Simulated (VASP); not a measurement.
LiScI3, 20 atoms in the cell. The typed cell holds 20 atoms: a = 7.608 Å, b = 13.178 Å, c = 6.814 Å, α = 90.00°, β = 90.00°, γ = 90.00°. 

- Program: VASP 6.6.1
- Task: single point
- Functional: PBEsol
- Potentials or basis: VASP PAW PBE potentials, release 64 (Li_sv, Sc_sv, I)
- Cutoff: 520 eV
- k mesh: 2 × 1 × 2
- Occupations: fermi-dirac, width 0.17 eV
- Spin: no spin polarisation
- Dipole correction: no
- Further INCAR settings: LREAL = Auto; ALGO = Normal; EDIFF = 1e-06; NBANDS = 86

Potentials or basis: VASP PAW PBE potentials, release 64 (Li_sv, Sc_sv, I).

Command:

```bash
$ cat potpaw_PBE.64/Li_sv/POTCAR potpaw_PBE.64/Sc_sv/POTCAR potpaw_PBE.64/I/POTCAR > POTCAR
$ mpirun -np 1 vasp_std > vasp.out
```

Hardware: 1 thread of Intel(R) Xeon(R) Platinum 8488C (Sapphire Rapids) (shared host).

Task: Estimate the wall time of this run.

Result: Run time: 8.7 min on 1 thread of Intel(R) Xeon(R) Platinum 8488C (Sapphire Rapids), with other jobs on the host, peak memory 0.71 GiB. Counts: scf iterations 19, k points 4.
